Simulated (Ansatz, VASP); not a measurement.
Al3Cu in VASP and in Ansatz

File INCAR:

```
ALGO = Fast
EDIFF = 1E-6
ENCUT = 520
GGA = PS
ISIF = 2
ISMEAR = 0
LASPH = T
LCHARG = T
LELF = T
LREAL = F
LVHAR = T
LWAVE = F
NBANDS = 18
NELM = 60
PREC = Accurate
SIGMA = 0.15
```

KPOINTS

```
k-points
0
Gamma
  12 12 12
```

The input POSCAR:

```
Al3Cu
1.0
    3.8923537780      0.1459632667      0.0000000000
    0.1459632667      3.8923537780      0.0000000000
    0.0000000000      0.0000000000      3.8923537780
Al Cu
3 1
Direct
    0.0000000000      0.5000000000      0.5000000000
    0.5000000000      0.0000000000      0.5000000000
    0.5000000000      0.5000000000      0.0000000000
    0.0000000000      0.0000000000      0.0000000000
```

Input for Ansatz:

```yaml
crystal:
  lattice:
    - [3.892353778, 0.1459632667, 0.0]
    - [0.1459632667, 3.892353778, 0.0]
    - [0.0, 0.0, 3.892353778]
  atoms:
    - { symbol: Al, position: [0.0, 0.5, 0.5] }
    - { symbol: Al, position: [0.5, 0.0, 0.5] }
    - { symbol: Al, position: [0.5, 0.5, 0.0] }
    - { symbol: Cu, position: [0.0, 0.0, 0.0] }
basis:
  ecutwfc: 420
kpoints:
  mp_grid: { grid: [12, 12, 12] }
hamiltonian:
  xc: pbesol
scf:
  occupations: { method: gaussian, width: 0.15 }
output:
  forces: true
  stress: true
  eigenvalues: true
```

Change from the starting cell: strain +0.0750 x Voigt [0, 0, 0, 0, 0, 1], atoms carried along.

Alike in both runs: task single point; functional PBEsol; k mesh 12 × 12 × 12; occupations gaussian, width 0.15 eV; no spin polarisation.

|  | VASP | Ansatz |
| --- | --- | --- |
| version | VASP 6.6.1 | Ansatz 0.2.0 |
| potentials or method | VASP PAW PBE potentials, release 64 (Al, Cu), cutoff 520 eV | scalar-relativistic, plane waves, PAW |
| valence electrons in the cell | 20 | 28 |

```tsv
	VASP	Ansatz	Ansatz less VASP
gap on the k mesh at the Fermi level (eV)	none	none	-
pressure (GPa)	0.9	0.6	-0.32
traceless stress, the component that is largest in VASP (GPa)	-2.33	-2.28	+0.048
```

VASP's potentials were made for PBE, not for PBEsol. A gap of «none» marks a metal or a gap that the smearing closes. VASP's potentials hold 20 valence electrons a cell and Ansatz's 28, so a difference there can come from the potentials and not from the codes.
